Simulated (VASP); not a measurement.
A run of VASP 6.6.1:

Contents of INCAR:

```
  PREC = Accurate
  ENCUT = 520
  EDIFF = 1E-6
  ISMEAR = 0
  SIGMA = 0.1
  LREAL = F
  LASPH = T
  NELM = 80
  ALGO = Normal
  ISIF = 2
  LWAVE = F
  LCHARG = F
  LDIPOL = T
  IDIPOL = 3
  DIPOL = 0.5 0.5 0.363
  GGA = PE
  NBANDS = 47
```

File KPOINTS:

```
regular mesh
0
Gamma
  9 6 1
```

Contents of POSCAR:

```
Ti6C
1.0
    2.8319727860      0.0000000000      0.0000000000
    0.0000000000      4.5793473380      0.0000000000
    0.0000000000      0.0000000000     22.0506909065
Ti C
6 1
Direct
    0.5000000000      0.0000000000      0.1814002118
    0.0000000000      0.5000000000      0.2413504290
    0.5000000000      0.0000000000      0.3013006462
    0.5000000000      0.5000000000      0.3625816208
    0.0000000000      0.0000000000      0.4208167734
    0.5000000000      0.5000000000      0.4784743912
    0.6666666667      0.6000000000      0.5554093893
```

Potentials or basis: VASP PAW PBE potentials, release 64 (Ti_sv, C).

Launch:

```sh
$ cat potpaw_PBE.64/Ti_sv/POTCAR potpaw_PBE.64/C/POTCAR > POTCAR
$ mpirun -np 1 vasp_std > vasp.out
```

Hardware: 1 thread of Intel Xeon 8259CL, on a shared host.

How long does it take, and how much memory?

Run time: 22 min on 1 thread of Intel Xeon 8259CL (shared host), peak memory 0.54 GiB. Counts: scf iterations 34, k points 28.
